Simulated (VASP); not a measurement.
# Si2BiTe2 (P6/mmm) in VASP: further runs

The runs below take Si2BiTe2 through single point, with PBE.

Program: VASP 6.6.1. These are calculated values, not measurements. Logs are shortened: lines on timing, memory, paths and dates and some standing lists are left out, and cuts for length are marked.

**1. The cell of the first run**

It takes space group P6/mmm (No. 191, hexagonal). Conventional cell: a = 5.126 Å, b = 5.126 Å, c = 5.953 Å, α = 90.00°, β = 90.00°, γ = 120.00°. Si (site symmetry -6m2) has 3 Bi at 2.96 Å and 3 Si at 2.96 Å and 2 Te at 2.98 Å within 3.9 Å. Within 3.9 Å of Bi (site symmetry 6/mmm) lie 6 Si at 2.96 Å. Te (site symmetry -6m2) has 3 Te at 2.96 Å and 2 Si at 2.98 Å within 3.9 Å.

**2. Single point, PBE**

The input, INCAR:

```
  ALGO = Normal
  EDIFF = 1E-7
  ENCUT = 520
  GGA = PE
  ISIF = 2
  ISMEAR = 0
  LASPH = True
  LCHARG = False
  LREAL = False
  LWAVE = False
  NBANDS = 26
  NELM = 80
  PREC = Accurate
  SIGMA = 0.1
```

The input, KPOINTS:

```
k-points
0
Gamma
  6 6 2
```

The input, POSCAR:

```
Si2BiTe2
1.0
    5.1256278935      0.0000000000      0.0000000000
   -2.5628139467      4.4389239661      0.0000000000
    0.0000000000      0.0000000000      5.9529733089
Si Bi Te
2 1 2
Direct
    0.3333333333      0.6666666667      0.0000000000
    0.6666666667      0.3333333333      0.0000000000
    0.0000000000      0.0000000000      0.0000000000
    0.3333333333      0.6666666667      0.5000000000
    0.6666666667      0.3333333333      0.5000000000
```

Potentials or basis: VASP PAW PBE potentials, release 64 (Si, Bi_d, Te).

The run is started by

```sh
$ cat potpaw_PBE.64/Si/POTCAR potpaw_PBE.64/Bi_d/POTCAR potpaw_PBE.64/Te/POTCAR > POTCAR
$ mpirun -np 1 vasp_std > vasp.out
```

OUTCAR:

```text
EDIFF = 1E-7
   ENCUT = 520
   GGA = PE
   ISIF = 2
   ISMEAR = 0
   LASPH = True
   LREAL = False
   NELM = 80
   PREC = Accurate

 ion  position               nearest neighbor table
   1  0.333  0.667  0.000-   3 2.96   2 2.96   2 2.96   3 2.96   3 2.96   2 2.96   4 2.98   4 2.98

   2  0.667  0.333  0.000-   3 2.96   1 2.96   1 2.96   3 2.96   3 2.96   1 2.96   5 2.98   5 2.98

   3  0.000  0.000  0.000-   1 2.96   2 2.96   1 2.96   2 2.96   2 2.96   1 2.96
   4  0.333  0.667  0.500-   5 2.96   5 2.96   5 2.96   1 2.98   1 2.98
   5  0.667  0.333  0.500-   4 2.96   4 2.96   4 2.96   2 2.98   2 2.98

  LATTYP: Found a hexagonal cell.
 ALAT       =     5.1256278935
 C/A-ratio  =     1.1614134761

  Lattice vectors:

 A1 = (   5.1256278935,   0.0000000000,   0.0000000000)
 A2 = (  -2.5628139467,   4.4389239661,   0.0000000000)
 A3 = (   0.0000000000,   0.0000000000,   5.9529733089)

Analysis of symmetry for initial positions (statically):
=====================================================================
 Subroutine PRICEL returns:
 Original cell was already a primitive cell.

 Routine SETGRP: Setting up the symmetry group for a
 hexagonal supercell.

 Subroutine GETGRP returns: Found 24 space group operations
 (whereof 24 operations were pure point group operations)
 out of a pool of 24 trial point group operations.

The static configuration has the point symmetry D_6h.

Analysis of symmetry for dynamics (positions and initial velocities):
=====================================================================
 Subroutine PRICEL returns:
 Original cell was already a primitive cell.

 Routine SETGRP: Setting up the symmetry group for a
 hexagonal supercell.

 Subroutine GETGRP returns: Found 24 space group operations
 (whereof 24 operations were pure point group operations)
 out of a pool of 24 trial point group operations.

The dynamic configuration has the point symmetry D_6h.

 Subroutine INISYM returns: Found 24 space group operations
 (whereof 24 operations are pure point group operations),
 and found     1 'primitive' translations

----------------------------------------------------------------------------------------

                                     Primitive cell

  volume of cell :     135.4437

  direct lattice vectors                    reciprocal lattice vectors
     5.125627893  0.000000000  0.000000000     0.195098049  0.112639911  0.000000000
    -2.562813947  4.438923966  0.000000000     0.000000000  0.225279822  0.000000000
     0.000000000  0.000000000  5.952973309     0.000000000  0.000000000  0.167983283

  length of vectors
     5.125627893  5.125627893  5.952973309     0.225279822  0.225279822  0.167983283

  position of ions in fractional coordinates (direct lattice)
     0.333333333  0.666666667  0.000000000
     0.666666667  0.333333333  0.000000000
     0.000000000  0.000000000  0.000000000
     0.333333333  0.666666667  0.500000000
     0.666666667  0.333333333  0.500000000

  ion indices of the primitive-cell ions
   primitive index   ion index
                 1           1
                 2           2
                 3           3
                 4           4
                 5           5

----------------------------------------------------------------------------------------

 KPOINTS: k-points

Automatic generation of k-mesh.
 Grid dimensions read from file:
 generate k-points for:    6    6    2

 Generating k-lattice:

  Cartesian coordinates                     Fractional coordinates (reciprocal lattice)
     0.032516341  0.018773318  0.000000000     0.166666667 -0.000000000  0.000000000
     0.000000000  0.037546637  0.000000000     0.000000000  0.166666667  0.000000000
     0.000000000  0.000000000  0.083991641     0.000000000  0.000000000  0.500000000

  Length of vectors
     0.037546637  0.037546637  0.083991641

  Shift w.r.t. Gamma in fractional coordinates (k-lattice)
     0.000000000  0.000000000  0.000000000

 Subroutine IBZKPT returns following result:
 ===========================================

 Found     14 irreducible k-points:

 Following reciprocal coordinates:
            Coordinates               Weight
  0.000000  0.000000  0.000000      1.000000
  0.166667  0.000000  0.000000      6.000000
  0.333333  0.000000  0.000000      6.000000
  0.500000  0.000000  0.000000      3.000000
  0.166667  0.166667  0.000000      6.000000
  0.333333  0.166667  0.000000     12.000000
  0.333333  0.333333  0.000000      2.000000
  0.000000  0.000000  0.500000      1.000000
  0.166667  0.000000  0.500000      6.000000
  0.333333  0.000000  0.500000      6.000000
  0.500000  0.000000  0.500000      3.000000
  0.166667  0.166667  0.500000      6.000000
  0.333333  0.166667  0.500000     12.000000
  0.333333  0.333333  0.500000      2.000000
   k-points           NKPTS =     14   k-points in BZ     NKDIM =     14   number of bands    NBANDS=     26
   number of dos      NEDOS =    301   number of ions     NIONS =      5
   total plane-waves  NPLWV =  76800
   dimension x,y,z NGX =    40 NGY =   40 NGZ =   48
   dimension x,y,z NGXF=    80 NGYF=   80 NGZF=   96
   ions per type =               2   1   2
   NGX,Y,Z   is equivalent  to a cutoff of  12.97, 12.97, 13.40 a.u.
   NGXF,Y,Z  is equivalent  to a cutoff of  25.95, 25.95, 26.81 a.u.
 SYSTEM =  unknown system
   PREC   = accura    normal or accurate (medium, high low for compatibility)
   ISTART =      0    job   : 0-new  1-cont  2-samecut
   ICHARG =      2    charge: 1-file 2-atom 10-const
   ISPIN  =      1    spin polarized calculation?
   LNONCOLLINEAR =      F non collinear calculations
   LSORBIT =      F    spin-orbit coupling
   LASPH  =      T    aspherical Exc in radial PAW
   ENCUT  =  520.0 eV  38.22 Ry    6.18 a.u.   9.53  9.53 11.07*2*pi/ulx,y,z
   NELM   =     80;   NELMIN=  2; NELMDL= -5     # of ELM steps
   EDIFF  = 0.1E-06   stopping-criterion for ELM
   LREAL  =      F    real-space projection
   EDIFFG = 0.1E-05   stopping-criterion for IOM
   NSW    =      0    number of steps for IOM
   IBRION =     -1    ionic relax: 0-MD 1-quasi-New 2-CG
   NFREE  =      0    steps in history (QN), initial steepest desc. (CG)
   ISIF   =      2    stress and relaxation
   ISYM   =      2    0-nonsym 1-usesym 2-fastsym
   POTIM  = 0.5000    time-step for ionic-motion
   TEBEG  =    0.0;   TEEND  =   0.0 temperature during run
   PSTRESS=    0.0 pullay stress
   NELECT =      35.0000    total number of electrons
   NUPDOWN=      -1.0000    fix difference up-down
   EMIN   =  10.00;   EMAX   =-10.00  energy-range for DOS
   EFERMI =   0.00;   METHOD = LEGACY
   ISMEAR =     0;   SIGMA  =   0.10  broadening in eV -4-tet -1-fermi 0-gaus
   EFERMI_NEDOS =   21; number of points for ismear=-14 and -15
   IALGO  =     38    algorithm
   IMIX   =      4    mixing-type and parameters
     AMIX     =   0.40;   BMIX     =  1.00
     AMIX_MAG =   1.60;   BMIX_MAG =  1.00
  volume/ion in A,a.u.               =      27.09       182.80
  Fermi-wavevector in a.u.,A,eV,Ry     =   1.042745  1.970502 14.793836  1.087316
  Thomas-Fermi vector in A             =   2.177423
   LORBIT       =      0    0 simple, 1 ext, 2 COOP (PROOUT), +10 PAW based schemes
   GGA     = PE    functional components
   LHFCALC =     F    Hartree Fock is set to
   AEXX    =    0.0000 exact exchange contribution
   IVDW    =     0    specifies the selected vdW correction
   LEPSILON=     F    determine dielectric tensor
   LRPA    =     F    only Hartree local field effects (RPA)
 non-spin polarized calculation
 Gauss-broadening in eV      SIGMA  =   0.10
  energy-cutoff  :      520.00
  volume of cell :      135.44
 maximum number of plane-waves:      3684
 NGX is ok and might be reduce to    40
   NGX = 19   NGY = 19   NGZ = 23

 number of electron      34.9999999 magnetization

 Free energy of the ion-electron system (eV)
  ---------------------------------------------------
  ext. energy  EPLUGINS =         0.00000000
  ---------------------------------------------------
  free energy    TOTEN  =       -18.13715738 eV

  energy without entropy =      -18.12282175  energy(sigma->0) =      -18.12998956

 E-fermi :   6.7335     XC(G=0):  -9.6642

 val. band max:        6.7253723594   @ k =   0.3333   0.1667   0.5000
 cond. band min:       6.8051578646   @ k =   0.1667   0.0000   0.5000
 fundamental gap:      0.0797855052
 Fermi energy:         6.7335010709

 k-point     1 :       0.0000    0.0000    0.0000
  band No.  band energies     occupation
      1     -15.9098      2.00000
      2     -15.9098      2.00000
      3     -15.7922      2.00000
      4     -15.7922      2.00000
      5     -15.7855      2.00000
      6      -6.9315      2.00000
[... 18 lines left out ...]
     25      11.3389      0.00000
     26      12.4059      0.00000

 k-point     2 :       0.1667    0.0000    0.0000
  band No.  band energies     occupation
      1     -15.9101      2.00000
      2     -15.9087      2.00000
      3     -15.7925      2.00000
      4     -15.7923      2.00000
      5     -15.7845      2.00000
      6      -6.7608      2.00000
[... 18 lines left out ...]
     25      12.0409      0.00000
     26      12.9723      0.00000

 k-point     3 :       0.3333    0.0000    0.0000
  band No.  band energies     occupation
      1     -15.9107      2.00000
      2     -15.9064      2.00000
      3     -15.7931      2.00000
      4     -15.7924      2.00000
      5     -15.7825      2.00000
      6      -6.2787      2.00000
[... 282 lines left out ...]
 k-point    13 :       0.3333    0.1667    0.5000
  band No.  band energies     occupation
      1     -15.9100      2.00000
      2     -15.9063      2.00000
      3     -15.7934      2.00000
      4     -15.7927      2.00000
      5     -15.7814      2.00000
      6      -5.6518      2.00000
[... 18 lines left out ...]
     25      11.9560      0.00000
     26      12.1664      0.00000

 k-point    14 :       0.3333    0.3333    0.5000
  band No.  band energies     occupation
      1     -15.9079      2.00000
      2     -15.9079      2.00000
      3     -15.7931      2.00000
      4     -15.7931      2.00000
      5     -15.7809      2.00000
      6      -5.0973      2.00000
[... 18 lines left out ...]
     25      11.9006      0.00000
     26      12.2697      0.00000

------------------------ aborting loop because EDIFF is reached ----------------------------------------

  FORCE on cell =-STRESS in cart. coord.  units (eV):
  Direction    XX          YY          ZZ          XY          YZ          ZX
  --------------------------------------------------------------------------------------
  -------------------------------------------------------------------------------------
  Total        0.0243408      0.0243408     -0.0509775      0.0000000      0.0000000     -0.0000000
  in kB        0.2879298      0.2879298     -0.6030187      0.0000000      0.0000000     -0.0000000
  external PRESSURE =      -0.0090530 kB  Pullay stress =       0.0000000 kB

 VOLUME and BASIS-vectors are now :
 -----------------------------------------------------------------------------
  energy-cutoff  :      520.00
  volume of cell :      135.44
      direct lattice vectors                 reciprocal lattice vectors
     5.125627893  0.000000000  0.000000000     0.195098049  0.112639911  0.000000000
    -2.562813947  4.438923966  0.000000000     0.000000000  0.225279822  0.000000000
     0.000000000  0.000000000  5.952973309     0.000000000  0.000000000  0.167983283

 POSITION                                       TOTAL-FORCE (eV/Angst)
 -----------------------------------------------------------------------------------
     -0.00000      2.95928      0.00000        -0.000000     -0.000000      0.000000
      2.56281      1.47964      0.00000         0.000000      0.000000      0.000000
      0.00000      0.00000      0.00000         0.000000      0.000000      0.000000
     -0.00000      2.95928      2.97649         0.000000      0.000000      0.000000
      2.56281      1.47964      2.97649        -0.000000     -0.000000      0.000000
 -----------------------------------------------------------------------------------
    total drift:                                0.000000     -0.000000     -0.000000

  FREE ENERGIE OF THE ION-ELECTRON SYSTEM (eV)
  ---------------------------------------------------
  free  energy   TOTEN  =       -18.1371573792 eV

  energy  without entropy=      -18.1228217477  energy(sigma->0) =      -18.12998956
```

Wall time 25 s (1 thread of Intel Xeon 6975P-C (Granite Rapids), shared host); peak memory 0.27 GiB.

What came out:

| Property | Result |
| --- | --- |
| Free energy | -18.1372 eV |
| Pressure | 0.0 GPa |

Stress tensor (GPa, compression positive):
```
 0.03  0.00  0.00
 0.00  0.03  0.00
 0.00  0.00 -0.06
```

Levels at points of the mesh, in eV from the Fermi level:
```csv
k point,band 13,band 14,band 15,band 16,band 17,band 18,band 19,band 20,band 21,band 22
"(0.00, 0.00, 0.00)",-3.97,-2.95,-2.95,-2.24,-1.61,-1.61,0.22,0.22,0.84,3.85
"(0.50, 0.00, 0.00)",-3.87,-3.53,-3.01,-0.45,0.28,1.46,1.61,2.32,2.84,2.98
"(0.00, 0.00, 0.50)",-2.72,-2.72,-2.28,-2.22,-2.22,-2.16,-0.45,-0.45,1.24,1.26
"(0.50, 0.00, 0.50)",-3.60,-1.87,-0.54,-0.36,-0.31,0.86,1.32,1.69,1.73,1.99
```

Caveat: the k points lie up to 0.53 Å⁻¹ apart; spin-orbit coupling is left out, which moves the levels of the heavy elements.

**3. Single point, PBE**

This run uses another cell than the first one, of 27.97 Å³/atom, 1.032 times its volume.

The input, INCAR:

```
PREC = Accurate
ENCUT = 520
EDIFF = 1E-6
ISMEAR = 0
SIGMA = 0.1
LREAL = F
LASPH = T
NELM = 80
ALGO = Normal
ISIF = 2
LWAVE = F
LCHARG = F
GGA = PE
NBANDS = 26
```

The input, KPOINTS:

```
Automatic mesh
0
Gamma
  6 6 2
```

The input, POSCAR:

```
Si2BiTe2
1.0
    4.3814503800      0.0000000000      0.0000000000
   -2.1907251900      3.7944473300      0.0000000000
    0.0000000000      0.0000000000      8.4108537600
Si Bi Te
2 1 2
Direct
    0.3333333300      0.6666666700      0.0000000000
    0.6666666700      0.3333333300      0.0000000000
    0.0000000000      0.0000000000      0.0000000000
    0.3333333300      0.6666666700      0.5000000000
    0.6666666700      0.3333333300      0.5000000000
```

Potentials or basis: VASP PAW PBE potentials, release 64 (Si, Bi_d, Te).

The run is started by

```sh
$ cat potpaw_PBE.64/Si/POTCAR potpaw_PBE.64/Bi_d/POTCAR potpaw_PBE.64/Te/POTCAR > POTCAR
$ mpirun -np 1 vasp_std > vasp.out
```

Wall time 29 s (1 thread of Intel Xeon 6975P-C (Granite Rapids), shared host); peak memory 0.29 GiB.

Results (log left out):

| Property | Result |
| --- | --- |
| Free energy | -12.2651 eV |
| Pressure | 27.7 GPa |

Stress tensor (GPa, compression positive):
```
42.00  0.00  0.00
 0.00 42.00  0.00
 0.00  0.00 -0.99
```

Levels at points of the mesh, in eV from the Fermi level:
```tsv
k point	band 13	band 14	band 15	band 16	band 17	band 18	band 19	band 20	band 21	band 22
(0.00, 0.00, 0.00)	-4.39	-4.33	-4.06	-3.23	-3.23	-2.98	-0.26	-0.26	1.29	1.67
(0.50, 0.00, 0.00)	-3.93	-3.19	-3.10	-1.39	-1.38	1.62	3.07	3.11	3.36	3.83
(0.00, 0.00, 0.50)	-4.39	-4.39	-4.29	-3.23	-3.23	-3.00	-0.27	-0.27	1.52	3.27
(0.50, 0.00, 0.50)	-3.64	-3.27	-2.62	-2.00	-1.93	1.63	3.11	3.56	3.57	4.09
```

Caveat: the k points lie up to 0.37 Å⁻¹ apart; spin-orbit coupling is left out, which moves the levels of the heavy elements.

**4. Single point, PBE**

This run uses another cell than the first one, of 27.18 Å³/atom, 1.003 times its volume.

The input, INCAR:

```
SYSTEM = Si2BiTe2
PREC = Accurate
ENCUT = 520
EDIFF = 1E-6
ISMEAR = 0
SIGMA = 0.1
LREAL = .FALSE.
LASPH = .TRUE.
NELM = 100
ALGO = Normal
ISIF = 2
LWAVE = .FALSE.
LCHARG = .FALSE.
GGA = PE
NBANDS = 26
```

The input, KPOINTS:

```
Automatic mesh
0
G
  6 6 4
  0 0 0
```

The input, POSCAR:

```
Si2BiTe2
1.0
    5.2668820625      0.0000000000      0.0000000000
   -2.6334410312      4.5612536648      0.0000000000
    0.0000000000      0.0000000000      5.6565808121
Si Bi Te
2 1 2
Direct
    0.3333333333      0.6666666667      0.0000000000
    0.6666666667      0.3333333333      0.0000000000
    0.0000000000      0.0000000000      0.0000000000
    0.3333333333      0.6666666667      0.5000000000
    0.6666666667      0.3333333333      0.5000000000
```

The run is started by

```sh
$ cat potpaw_PBE.64/Si/POTCAR potpaw_PBE.64/Bi_d/POTCAR potpaw_PBE.64/Te/POTCAR > POTCAR
$ mpirun -np 1 vasp_std > vasp.out
```

Wall time 26 s (1 thread of Intel Xeon 6975P-C (Granite Rapids), shared host); peak memory 0.28 GiB.

The run converged. Its results:

| Item | Value |
| --- | --- |
| Free energy | -18.5086 eV |
| Pressure | 0.1 GPa |

Stress tensor (GPa, compression positive):
```
0.08 0.00 0.00
0.00 0.08 0.00
0.00 0.00 0.16
```

Levels at points of the mesh, in eV from the Fermi level:
```
           k point  band 13  band 14  band 15  band 16  band 17  band 18  band 19  band 20  band 21  band 22
(0.00, 0.00, 0.00)    -3.95    -2.94    -2.94    -2.88    -1.20    -1.20     0.45     0.45     0.81     3.89
(0.50, 0.00, 0.00)    -4.18    -2.98    -2.93    -0.47    -0.27     1.11     1.26     2.15     2.61     2.98
(0.00, 0.00, 0.50)    -2.59    -2.59    -2.16    -2.16    -1.58    -1.52    -0.53    -0.53     0.95     1.62
(0.50, 0.00, 0.50)    -3.64    -1.41    -0.14    -0.01     0.08     0.59     1.07     1.46     1.62     1.82
```

Caveat: spin-orbit coupling is left out, which moves the levels of the heavy elements.

**5. The runs side by side**

| cell | k mesh | gap on the mesh (eV) | pressure (GPa) |
| --- | --- | --- | --- |
| a = 5.126, b = 5.126, c = 5.953 Å, angles 90.0, 90.0, 120.0°, 5 atoms | 6 × 6 × 2 | none | 0.0 |
| a = 4.381, b = 4.381, c = 8.411 Å, angles 90.0, 90.0, 120.0°, 5 atoms | 6 × 6 × 2 | none | 27.7 |
| a = 5.267, b = 5.267, c = 5.657 Å, angles 90.0, 90.0, 120.0°, 5 atoms | 6 × 6 × 4 | none | 0.1 |

Alike in all rows: task single point; level PBE; potentials or basis VASP PAW PBE potentials, release 64 (Si, Bi_d, Te); no spin polarisation; cutoff (eV) 520; smearing gaussian 0.1 eV.

Caveats: some runs use coarse meshes; spin-orbit coupling is left out, which moves the levels of the heavy elements.

Total energies depend on the potentials used, so only differences within one code and one set of settings carry meaning.
